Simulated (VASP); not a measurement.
Input of a VASP 6.6.1 run:

File INCAR:

```
PREC = Accurate
ENCUT = 520
EDIFF = 1E-6
ISMEAR = -1
SIGMA = 0.05
LREAL = F
LASPH = T
NELM = 60
ALGO = Normal
ISIF = 2
LWAVE = F
LCHARG = F
GGA = PE
NBANDS = 19
```

The input KPOINTS:

```
regular mesh
0
Gamma
  10 10 5
```

The input POSCAR:

```
ScNb
1.0
    3.0859472334      0.0000000000      0.0000000000
   -1.5429736167      2.6725086988      0.0000000000
    0.0000000000      0.0000000000      5.1057856677
Nb Sc
1 1
Direct
    0.3333333333      0.6666666667      0.5000000000
    0.0000000000      0.0000000000      0.0000000000
```

Potentials or basis: VASP PAW PBE potentials, release 64 (Nb_sv, Sc_sv).

Command:

```sh
$ cat potpaw_PBE.64/Nb_sv/POTCAR potpaw_PBE.64/Sc_sv/POTCAR > POTCAR
$ mpirun -np 1 vasp_std > vasp.out
```

Predict the pressure.

-2.2 GPa.

What does it give for the band gap on the k mesh?

Zero (bands 12 and 13 overlap by 0.89 eV).

Stress tensor (GPa, compression positive):
```
-1.96  0.00  0.00
 0.00 -1.96  0.00
 0.00  0.00 -2.55
```
